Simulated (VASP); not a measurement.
# BeTe (F-43m) in VASP: notebook

BeTe is run at these levels: LDA; tasks: single point.

Program: VASP 6.6.1. These are calculated values, not measurements. Logs are shortened: lines on timing, memory, paths and dates and some standing lists are left out, and cuts for length are marked.

**1. The cell of the first run**

Symmetry: F-43m, No. 216, cubic system. The conventional cell has a = 5.252 Å, b = 5.252 Å, c = 5.252 Å, α = 90.00°, β = 90.00°, γ = 90.00°. Be (site symmetry -43m) has 4 Te at 2.27 Å within 3.0 Å. Te (site symmetry -43m) has 4 Be at 2.27 Å within 3.0 Å.

**2. Single point, LDA**

File INCAR:

```
PREC = Accurate
ENCUT = 520
EDIFF = 1E-7
ISMEAR = 0
SIGMA = 0.01
LREAL = F
LASPH = T
NELM = 60
ALGO = Normal
ISIF = 2
LWAVE = F
LCHARG = F
GGA = CA
NBANDS = 11
```

File KPOINTS:

```
Automatic mesh
0
Gamma
  8 8 8
```

File POSCAR:

```
BeTe
1.0
    0.0000000000      2.6258331409      2.6258331409
    2.6258331409      0.0000000000      2.6258331409
    2.6258331409      2.6258331409      0.0000000000
Be Te
1 1
Direct
    0.0000000000      0.0000000000      0.0000000000
    0.7500000000      0.7500000000      0.7500000000
```

Potentials or basis: VASP PAW LDA potentials, release 64 (Be, Te).

On the command line:

```bash
> cat potpaw_LDA.64/Be/POTCAR potpaw_LDA.64/Te/POTCAR > POTCAR
> mpirun -np 1 vasp_std > vasp.out
```

OUTCAR:

```text
PREC = Accurate
   ENCUT = 520
   EDIFF = 1E-7
   ISMEAR = 0
   LREAL = F
   LASPH = T
   NELM = 60
   ISIF = 2
   GGA = CA

 ion  position               nearest neighbor table
   1  0.000  0.000  0.000-   2 2.27   2 2.27   2 2.27   2 2.27
   2  0.750  0.750  0.750-   1 2.27   1 2.27   1 2.27   1 2.27

  LATTYP: Found a face centered cubic cell.
 ALAT       =     5.2516662818

  Lattice vectors:

 A1 = (   0.0000000000,   2.6258331409,   2.6258331409)
 A2 = (   2.6258331409,   0.0000000000,   2.6258331409)
 A3 = (   2.6258331409,   2.6258331409,   0.0000000000)

Analysis of symmetry for initial positions (statically):
=====================================================================
 Subroutine PRICEL returns:
 Original cell was already a primitive cell.

 Routine SETGRP: Setting up the symmetry group for a
 face centered cubic supercell.

 Subroutine GETGRP returns: Found 24 space group operations
 (whereof 24 operations were pure point group operations)
 out of a pool of 48 trial point group operations.

The static configuration has the point symmetry T_d .

Analysis of symmetry for dynamics (positions and initial velocities):
=====================================================================
 Subroutine PRICEL returns:
 Original cell was already a primitive cell.

 Routine SETGRP: Setting up the symmetry group for a
 face centered cubic supercell.

 Subroutine GETGRP returns: Found 24 space group operations
 (whereof 24 operations were pure point group operations)
 out of a pool of 48 trial point group operations.

The dynamic configuration has the point symmetry T_d .

 Subroutine INISYM returns: Found 24 space group operations
 (whereof 24 operations are pure point group operations),
 and found     1 'primitive' translations

----------------------------------------------------------------------------------------

                                     Primitive cell

  volume of cell :      36.2102

  direct lattice vectors                    reciprocal lattice vectors
     0.000000000  2.625833141  2.625833141    -0.190415755  0.190415755  0.190415755
     2.625833141  0.000000000  2.625833141     0.190415755 -0.190415755  0.190415755
     2.625833141  2.625833141  0.000000000     0.190415755  0.190415755 -0.190415755

  length of vectors
     3.713488840  3.713488840  3.713488840     0.329809762  0.329809762  0.329809762

  position of ions in fractional coordinates (direct lattice)
     0.000000000  0.000000000  0.000000000
     0.750000000  0.750000000  0.750000000

  ion indices of the primitive-cell ions
   primitive index   ion index
                 1           1
                 2           2

----------------------------------------------------------------------------------------

 KPOINTS: Automatic mesh

Automatic generation of k-mesh.
 Grid dimensions read from file:
 generate k-points for:    8    8    8

 Generating k-lattice:

  Cartesian coordinates                     Fractional coordinates (reciprocal lattice)
    -0.023801969  0.023801969  0.023801969     0.125000000  0.000000000  0.000000000
     0.023801969 -0.023801969  0.023801969     0.000000000  0.125000000  0.000000000
     0.023801969  0.023801969 -0.023801969     0.000000000  0.000000000  0.125000000

  Length of vectors
     0.041226220  0.041226220  0.041226220

  Shift w.r.t. Gamma in fractional coordinates (k-lattice)
     0.000000000  0.000000000  0.000000000

 Subroutine IBZKPT returns following result:
 ===========================================

 Found     29 irreducible k-points:

 Following reciprocal coordinates:
            Coordinates               Weight
  0.000000  0.000000  0.000000      1.000000
  0.125000  0.000000  0.000000      8.000000
  0.250000  0.000000  0.000000      8.000000
  0.375000  0.000000  0.000000      8.000000
  0.500000  0.000000  0.000000      4.000000
  0.125000  0.125000  0.000000      6.000000
[... 16 lines left out ...]
  0.500000  0.250000  0.125000     48.000000
 -0.375000  0.250000  0.125000     24.000000
 [... further k-points ...]
   k-points           NKPTS =     29   k-points in BZ     NKDIM =     29   number of bands    NBANDS=     11
   number of dos      NEDOS =    301   number of ions     NIONS =      2
   total plane-waves  NPLWV =  21952
   dimension x,y,z NGX =    28 NGY =   28 NGZ =   28
   dimension x,y,z NGXF=    56 NGYF=   56 NGZF=   56
   ions per type =               1   1
   NGX,Y,Z   is equivalent  to a cutoff of  12.54, 12.54, 12.54 a.u.
   NGXF,Y,Z  is equivalent  to a cutoff of  25.07, 25.07, 25.07 a.u.
 SYSTEM =  unknown system
   PREC   = accura    normal or accurate (medium, high low for compatibility)
   ISTART =      0    job   : 0-new  1-cont  2-samecut
   ICHARG =      2    charge: 1-file 2-atom 10-const
   ISPIN  =      1    spin polarized calculation?
   LNONCOLLINEAR =      F non collinear calculations
   LSORBIT =      F    spin-orbit coupling
   LASPH  =      T    aspherical Exc in radial PAW
   ENCUT  =  520.0 eV  38.22 Ry    6.18 a.u.   6.90  6.90  6.90*2*pi/ulx,y,z
   NELM   =     60;   NELMIN=  2; NELMDL= -5     # of ELM steps
   EDIFF  = 0.1E-06   stopping-criterion for ELM
   LREAL  =      F    real-space projection
   EDIFFG = 0.1E-05   stopping-criterion for IOM
   NSW    =      0    number of steps for IOM
   IBRION =     -1    ionic relax: 0-MD 1-quasi-New 2-CG
   NFREE  =      0    steps in history (QN), initial steepest desc. (CG)
   ISIF   =      2    stress and relaxation
   ISYM   =      2    0-nonsym 1-usesym 2-fastsym
   POTIM  = 0.5000    time-step for ionic-motion
   TEBEG  =    0.0;   TEEND  =   0.0 temperature during run
   PSTRESS=    0.0 pullay stress
   NELECT =       8.0000    total number of electrons
   NUPDOWN=      -1.0000    fix difference up-down
   EMIN   =  10.00;   EMAX   =-10.00  energy-range for DOS
   EFERMI =   0.00;   METHOD = LEGACY
   ISMEAR =     0;   SIGMA  =   0.01  broadening in eV -4-tet -1-fermi 0-gaus
   EFERMI_NEDOS =   21; number of points for ismear=-14 and -15
   IALGO  =     38    algorithm
   IMIX   =      4    mixing-type and parameters
     AMIX     =   0.40;   BMIX     =  1.00
     AMIX_MAG =   1.60;   BMIX_MAG =  1.00
  volume/ion in A,a.u.               =      18.11       122.18
  Fermi-wavevector in a.u.,A,eV,Ry     =   0.989679  1.870222 13.326425  0.979465
  Thomas-Fermi vector in A             =   2.121295
   LORBIT       =      0    0 simple, 1 ext, 2 COOP (PROOUT), +10 PAW based schemes
   GGA     = CA    functional components
   LHFCALC =     F    Hartree Fock is set to
   AEXX    =    0.0000 exact exchange contribution
   IVDW    =     0    specifies the selected vdW correction
   LEPSILON=     F    determine dielectric tensor
   LRPA    =     F    only Hartree local field effects (RPA)
 non-spin polarized calculation
 Gauss-broadening in eV      SIGMA  =   0.01
  energy-cutoff  :      520.00
  volume of cell :       36.21
 maximum number of plane-waves:       992
   NGX = 13   NGY = 13   NGZ = 13

 number of electron       8.0000000 magnetization

 Free energy of the ion-electron system (eV)
  ---------------------------------------------------
  ext. energy  EPLUGINS =         0.00000000
  ---------------------------------------------------
  free energy    TOTEN  =        -8.44082193 eV

  energy without entropy =       -8.44082193  energy(sigma->0) =       -8.44082193

 E-fermi :   7.6389     XC(G=0): -10.1048

 val. band max:        7.5766924627   @ k =   0.0000   0.0000   0.0000
 cond. band min:       8.8760186924   @ k =   0.5000   0.5000   0.0000
 fundamental gap:      1.2993262297
 Fermi energy:         7.6389229564

 k-point     1 :       0.0000    0.0000    0.0000
  band No.  band energies     occupation
      1      -6.3201      2.00000
      2       7.5767      2.00000
      3       7.5767      2.00000
      4       7.5767      2.00000
      5      10.9240      0.00000
      6      10.9240      0.00000
      7      10.9240      0.00000
      8      12.9651      0.00000
      9      16.0454      0.00000
     10      18.2408      0.00000
     11      18.2408      0.00000

 k-point     2 :       0.1250    0.0000    0.0000
  band No.  band energies     occupation
      1      -6.1257      2.00000
      2       5.9399      2.00000
      3       7.2285      2.00000
      4       7.2285      2.00000
      5      11.2810      0.00000
      6      11.3899      0.00000
      7      11.3899      0.00000
      8      14.0822      0.00000
      9      16.4065      0.00000
     10      16.9747      0.00000
     11      16.9747      0.00000

 k-point     3 :       0.2500    0.0000    0.0000
  band No.  band energies     occupation
      1      -5.5753      2.00000
      2       3.4511      2.00000
      3       6.6299      2.00000
      4       6.6299      2.00000
      5      11.3179      0.00000
      6      12.0128      0.00000
      7      12.0128      0.00000
      8      15.3131      0.00000
      9      16.6987      0.00000
     10      16.6987      0.00000
     11      17.1144      0.00000

 k-point     4 :       0.3750    0.0000    0.0000
  band No.  band energies     occupation
      1      -4.8272      2.00000
      2       1.4166      2.00000
      3       6.1931      2.00000
      4       6.1931      2.00000
      5      11.2675      0.00000
      6      12.0612      0.00000
      7      12.0612      0.00000
      8      15.1989      0.00000
      9      18.0311      0.00000
     10      18.0311      0.00000
     11      18.4132      0.00000
[... 239 lines left out ...]
 k-point    22 :       0.3750    0.2500    0.1250
  band No.  band energies     occupation
      1      -5.1105      2.00000
      2       3.2515      2.00000
      3       4.5521      2.00000
      4       5.9150      2.00000
      5      10.9674      0.00000
      6      12.6734      0.00000
      7      13.0717      0.00000
      8      14.3588      0.00000
      9      17.2646      0.00000
     10      18.7834      0.00000
     11      19.8114      0.00000

 k-point    23 :       0.5000    0.2500    0.1250
  band No.  band energies     occupation
      1      -4.4274      2.00000
      2       1.8095      2.00000
      3       3.9576      2.00000
      4       5.2797      2.00000
      5      11.4515      0.00000
      6      12.3909      0.00000
      7      13.8184      0.00000
      8      15.0384      0.00000
      9      17.8608      0.00000
     10      18.7467      0.00000
     11      20.5120      0.00000

 k-point    24 :      -0.3750    0.2500    0.1250
  band No.  band energies     occupation
      1      -4.0505      2.00000
      2       1.0932      2.00000
      3       3.8691      2.00000
      4       4.9663      2.00000
      5      11.4963      0.00000
      6      12.2131      0.00000
      7      14.8463      0.00000
      8      15.8950      0.00000
      9      16.4191      0.00000
     10      19.5173      0.00000
     11      20.2346      0.00000

 [... further k-points ...]

------------------------ aborting loop because EDIFF is reached ----------------------------------------

  FORCE on cell =-STRESS in cart. coord.  units (eV):
  Direction    XX          YY          ZZ          XY          YZ          ZX
  --------------------------------------------------------------------------------------
  -------------------------------------------------------------------------------------
  Total        3.5007843      3.5007843      3.5007843      0.0000000      0.0000000      0.0000000
  in kB      154.8975533    154.8975533    154.8975533      0.0000000      0.0000000      0.0000000
  external PRESSURE =     154.8975533 kB  Pullay stress =       0.0000000 kB

 VOLUME and BASIS-vectors are now :
 -----------------------------------------------------------------------------
  energy-cutoff  :      520.00
  volume of cell :       36.21
      direct lattice vectors                 reciprocal lattice vectors
     0.000000000  2.625833141  2.625833141    -0.190415755  0.190415755  0.190415755
     2.625833141  0.000000000  2.625833141     0.190415755 -0.190415755  0.190415755
     2.625833141  2.625833141  0.000000000     0.190415755  0.190415755 -0.190415755

 POSITION                                       TOTAL-FORCE (eV/Angst)
 -----------------------------------------------------------------------------------
      0.00000      0.00000      0.00000         0.000000      0.000000      0.000000
      3.93875      3.93875      3.93875        -0.000000     -0.000000     -0.000000
 -----------------------------------------------------------------------------------
    total drift:                               -0.000000     -0.000000     -0.000000

  FREE ENERGIE OF THE ION-ELECTRON SYSTEM (eV)
  ---------------------------------------------------
  free  energy   TOTEN  =        -8.4408219252 eV

  energy  without entropy=       -8.4408219252  energy(sigma->0) =       -8.44082193
```

Run time: 5 s. Hardware: 1 thread of Intel Xeon 6975P-C (Granite Rapids), shared host; peak memory 0.14 GiB.

Results:

| Item | Value |
| --- | --- |
| Free energy | -8.4408 eV |
| Pressure | 15.5 GPa |
| Band gap on the k mesh | 1.30 eV, indirect (least direct gap 3.35 eV) |

Caveat: spin-orbit coupling is left out, which moves the levels of the heavy elements. A k mesh can miss the band edges.

**3. Single point, LDA**

This run uses another cell than the first one, of 19.55 Å³/atom, 1.080 times its volume.

File INCAR:

```
SYSTEM = BeTe
PREC     = Accurate       ! precision mode
ENCUT    = 520            ! plane-wave cutoff, eV
EDIFF    = 1E-6           ! SCF threshold, eV
ISMEAR   = 0              ! smearing method
SIGMA    = 0.01           ! smearing width, eV
LREAL    = .False.        ! projectors in reciprocal space
LASPH    = .True.         ! aspherical terms in the spheres
NELM     = 60             ! most SCF steps
ALGO     = Normal         ! electronic algorithm
ISIF     = 2              ! what is computed and relaxed
LWAVE    = .False.        ! write WAVECAR
LCHARG   = .True.         ! write CHGCAR
GGA      = CA             ! functional
LELF     = .True.         ! ELF
LVHAR    = .True.       
NBANDS   = 11             ! bands
```

File KPOINTS:

```
Automatic mesh
0
Gamma
  8 8 8
  0 0 0
```

File POSCAR:

```
BeTe
1.0
    0.0000000000      2.6938308687      2.6938308687
    2.6938308687      0.0000000000      2.6938308687
    2.6938308687      2.6938308687      0.0000000000
Be Te
1 1
Direct
    0.0000000000      0.0000000000      0.0000000000
    0.7500000000      0.7500000000      0.7500000000
```

Potentials or basis: VASP PAW LDA potentials, release 64 (Be, Te).

On the command line:

```bash
> cat potpaw_LDA.64/Be/POTCAR potpaw_LDA.64/Te/POTCAR > POTCAR
> mpirun -np 1 vasp_std > vasp.out
```

Wall time 5 s (1 thread of Intel Xeon 6975P-C (Granite Rapids), shared host); peak memory 0.14 GiB.

The run converged. Its results:

```
Free energy            : -8.6428 eV
Pressure               : 7.4 GPa
Band gap on the k mesh : 1.53 eV, indirect (least direct gap 3.45 eV)
```

Levels at points of the mesh, in eV from the valence-band top:
```
           k point  band 1  band 2  band 3  band 4  band 5  band 6  band 7  band 8
(0.00, 0.00, 0.00)  -13.27    0.00    0.00    0.00    3.45    3.45    3.45    4.75
(0.50, 0.00, 0.00)  -11.58   -6.44   -1.37   -1.37    3.43    4.48    4.48    7.57
(0.50, 0.50, 0.00)  -10.96   -5.84   -3.18   -3.18    1.53    2.45   10.45   10.45
```

Caveat: spin-orbit coupling is left out, which moves the levels of the heavy elements. A k mesh can miss the band edges.

**4. Single point, LDA**

This run uses another cell than the first one, of 18.95 Å³/atom, 1.047 times its volume.

File INCAR:

```
  ALGO = Normal
  EDIFF = 1E-6
  ENCUT = 520
  ISIF = 2
  ISMEAR = 0
  LASPH = True
  LCHARG = False
  LREAL = False
  LWAVE = False
  NBANDS = 11
  NELM = 60
  PREC = Accurate
  SIGMA = 0.01
```

File KPOINTS:

```
k-points
0
Gamma
  8 8 8
```

File POSCAR:

```
BeTe
1.0
    0.0000000000      2.6660558357      2.6660558357
    2.6660558357      0.0000000000      2.6660558357
    2.6660558357      2.6660558357      0.0000000000
Be Te
1 1
Direct
    0.0000000000      0.0000000000      0.0000000000
    0.7500000000      0.7500000000      0.7500000000
```

On the command line:

```bash
> cat potpaw_LDA.64/Be/POTCAR potpaw_LDA.64/Te/POTCAR > POTCAR
> mpirun -np 1 vasp_std > vasp.out
```

It took 4.7 s on 1 thread of Intel Xeon 6975P-C (Granite Rapids), shared host; peak memory 0.14 GiB.

It converged, with:

```yaml
Free_energy: -8.5766 eV
Pressure: 10.4 GPa
Band_gap_on_the_k_mesh: 1.44 eV, indirect (least direct gap 3.41 eV)
```

Levels at points of the mesh, in eV from the valence-band top:
| k point | band 2 | band 3 | band 4 | band 5 | band 6 | band 7 |
| --- | --- | --- | --- | --- | --- | --- |
| (0.00, 0.00, 0.00) | 0.00 | 0.00 | 0.00 | 3.41 | 3.41 | 3.41 |
| (0.50, 0.00, 0.00) | -6.68 | -1.44 | -1.44 | 3.53 | 4.45 | 4.45 |
| (0.50, 0.50, 0.00) | -6.03 | -3.32 | -3.32 | 1.44 | 2.39 | 10.65 |

Caveat: spin-orbit coupling is left out, which moves the levels of the heavy elements.

**5. Single point, LDA**

This run uses another cell than the first one, of 20.81 Å³/atom, 1.149 times its volume.

File INCAR:

```
ALGO     = Normal         # electronic algorithm
EDIFF    = 1E-6           # SCF threshold, eV
ENCUT    = 520            # plane-wave cutoff, eV
ISIF     = 2              # what is computed and relaxed
ISMEAR   = 0              # smearing method
LASPH    = T              # aspherical terms in the spheres
LCHARG   = F              # write CHGCAR
LREAL    = F              # projectors in reciprocal space
LWAVE    = F              # write WAVECAR
NBANDS   = 11             # bands
NELM     = 60             # most SCF steps
PREC     = Accurate       # precision mode
SIGMA    = 0.01           # smearing width, eV
```

KPOINTS is that of step 4.

File POSCAR:

```
BeTe
1.0
    0.0000000000      2.7505456533      2.7505456533
    2.7505456533      0.0000000000      2.7505456533
    2.7505456533      2.7505456533      0.0000000000
Be Te
1 1
Direct
    0.0000000000      0.0000000000      0.0000000000
    0.7500000000      0.7500000000      0.7500000000
```

On the command line:

```bash
> cat potpaw_LDA.64/Be/POTCAR potpaw_LDA.64/Te/POTCAR > POTCAR
> mpirun -np 1 vasp_std > vasp.out
```

Run time: 5.8 s. Hardware: 1 thread of Intel Xeon 6975P-C (Granite Rapids), shared host; peak memory 0.15 GiB.

Results (log left out):

| Quantity | Value |
| --- | --- |
| Free energy | -8.7169 eV |
| Pressure | 2.3 GPa |
| Band gap on the k mesh | 1.70 eV, indirect (least direct gap 3.52 eV) |

Levels at points of the mesh, in eV from the valence-band top:
```tsv
k point	band 2	band 3	band 4	band 5	band 6	band 7
(0.00, 0.00, 0.00)	0.00	0.00	0.00	3.52	3.52	3.52
(0.50, 0.00, 0.00)	-6.00	-1.25	-1.25	3.25	4.52	4.52
(0.50, 0.50, 0.00)	-5.47	-2.92	-2.92	1.70	2.55	10.04
```

Caveat: spin-orbit coupling is left out, which moves the levels of the heavy elements. Expect the measured gap to be larger: semilocal functionals such as LDA lack the derivative discontinuity.

**6. The runs side by side**

| cell | gap on the mesh (eV) | pressure (GPa) |
| --- | --- | --- |
| a = 3.713 Å, angles 60.0°, 2 atoms | 1.30 | 15.5 |
| a = 3.810 Å, angles 60.0°, 2 atoms | 1.53 | 7.4 |
| a = 3.770 Å, angles 60.0°, 2 atoms | 1.44 | 10.4 |
| a = 3.890 Å, angles 60.0°, 2 atoms | 1.70 | 2.3 |

Alike in all rows: task single point; level LDA; potentials or basis VASP PAW LDA potentials, release 64 (Be, Te); no spin polarisation; k mesh 8 × 8 × 8; cutoff (eV) 520; smearing gaussian 0.01 eV.

Caveats: spin-orbit coupling is left out, which moves the levels of the heavy elements.

Total energies depend on the potentials used, so only differences within one code and one set of settings carry meaning.
